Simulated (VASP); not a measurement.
Write the native input for VASP 6.6.1 that does the following.

| Property | Result |
| --- | --- |
| Task | single point |
| Functional | LDA |
| Potentials or basis | VASP PAW LDA potentials, release 64 (Ir_sv_GW) |
| Cutoff | 560 eV |
| k mesh | 14 × 14 × 14 |
| Occupations | fermi-dirac, width 0.1 eV |
| Spin | no spin polarisation |
| Dipole correction | no |
| Further INCAR settings | ALGO = Normal; EDIFF = 1e-06; NBANDS = 14 |

The structure of Ir lies in POSCAR:

```
Ir
1.0
    0.0000000000      1.9060927673      1.9060927673
    1.9060927673      0.0000000000      1.9060927673
    1.9060927673      1.9060927673      0.0000000000
Ir
1
Direct
    0.0000000000      0.0000000000      0.0000000000
```

One way to write it, as run:

INCAR

```
PREC = Accurate ; ENCUT = 560
EDIFF = 1E-6 ; ISMEAR = -1
SIGMA = 0.1 ; LREAL = False
LASPH = True ; NELM = 120
ALGO = Normal ; ISIF = 2
LWAVE = False ; LCHARG = False
NBANDS = 14 ; GGA_COMPAT = False
```

KPOINTS

```
Automatic mesh
0
Gamma
  14 14 14
```

Potentials or basis: VASP PAW LDA potentials, release 64 (Ir_sv_GW).

Run with:

```console
$ cat potpaw_LDA.64/Ir_sv_GW/POTCAR > POTCAR
$ mpirun -np 1 vasp_std > vasp.out
```

It gave:

```yaml
Pressure: -0.3 GPa
Band_gap_on_the_k_mesh: zero (an odd number of electrons rules out a gap without spin polarisation)
```

Caveat: spin-orbit coupling is left out, which moves the levels of the heavy elements.

Run time: 7.6 s on 1 thread of Intel(R) Xeon(R) 6975P-C (Granite Rapids) (shared host), peak memory 0.15 GiB.
